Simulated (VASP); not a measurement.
Set up this calculation in VASP 6.6.1, as the native input.

```yaml
Task: single point
Functional: PBEsol
Potentials_or_basis: VASP PAW PBE potentials, release 64 (Ag, Br)
Cutoff: 500 eV
k_mesh: 7 × 7 × 7
Occupations: fermi-dirac, width 0.02 eV
Spin: no spin polarisation
Dipole_correction: no
Further_INCAR_settings: ALGO = Normal; EDIFF = 1e-06; NBANDS = 16
```

The structure of AgBr lies in POSCAR:

```
AgBr
1.0
    0.0000000000      2.8860500000      2.8860500000
    2.8860500000      0.0000000000      2.8860500000
    2.8860500000      2.8860500000      0.0000000000
Ag Br
1 1
Direct
    0.5000000000      0.5000000000      0.5000000000
    0.0000000000      0.0000000000      0.0000000000
```

These files were run (other wordings do the same):

INCAR

```
PREC = Accurate
ENCUT = 500
EDIFF = 1E-6
ISMEAR = -1
SIGMA = 0.02
LREAL = F
LASPH = T
NELM = 120
ALGO = Normal
ISIF = 2
LWAVE = F
LCHARG = T
GGA = PS
LELF = T
LVHAR = T
NBANDS = 16
GGA_COMPAT = F
```

KPOINTS

```
Automatic mesh
0
Gamma
  7 7 7
```

Potentials or basis: VASP PAW PBE potentials, release 64 (Ag, Br).

The run is started by

```console
$ cat potpaw_PBE.64/Ag/POTCAR potpaw_PBE.64/Br/POTCAR > POTCAR
$ mpirun -np 1 vasp_std > vasp.out
```

It gave:

```
Pressure               : -2.4 GPa
Band gap on the k mesh : 0.58 eV, indirect (least direct gap 2.40 eV)
```

Caveat: the PAW data sets were made with another functional, which shifts forces and pressure a little.

Wall time 25 s on 1 thread of Intel Xeon 8259CL (shared host), peak memory 0.17 GiB.
